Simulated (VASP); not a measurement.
Crystal: HfO3.

```
Hf O
1.0
    -1.71424    1.71424    3.46701
     1.71424   -1.71424    3.46701
     1.71424    1.71424   -3.46701
Hf O
1 3
Direct
  0.00000 0.00000 0.00000
  0.75000 0.25000 0.50000
  0.25000 0.75000 0.50000
  0.50000 0.50000 0.00000
```

The cell was generated, and may not be a known phase.

- Program: VASP 6.6.1
- Task: relaxation of cell and atoms
- Functional: PBE
- Potentials or basis: VASP PAW PBE potentials, release 64 (Hf_pv, O)
- Cutoff: 600 eV
- k mesh: 8 × 8 × 8
- Occupations: gaussian, width 0.1 eV
- Spin: no spin polarisation

At the start: pressure -23.0 GPa; volume 10.19 Å³/atom.

Where does the relaxation end?

Over 9 steps the energy falls by 105.5 meV/atom and the volume is 9.03 Å³/atom (-11.4 %); space group I4/mmm (No. 139, to 0.1 Å) before and after.

Step by step:
```tsv
step	energy change (eV)	largest force (eV/Å)	pressure (GPa)	volume (Å³)
1	0.0000	0.0000	-22.97	40.75
2	-0.0956	0.0000	30.40	32.73
3	-0.3806	0.0000	0.00	36.12
4	-0.3806	0.0000	0.60	36.03
5	-0.3992	0.0000	0.69	36.00
6	-0.4205	0.0000	1.64	35.88
7	-0.4206	0.0000	1.80	35.86
8	-0.4170	0.0000	-3.33	36.62
9	-0.4221	0.0000	-0.04	36.13
```

Final structure:
```
Hf O
1.0
    -1.60061    1.60061    3.52515
     1.60061   -1.60061    3.52515
     1.60061    1.60061   -3.52515
Hf O
1 3
Direct
  0.00000 0.00000 0.00000
  0.75000 0.25000 0.50000
  0.25000 0.75000 0.50000
  0.50000 0.50000 0.00000
```
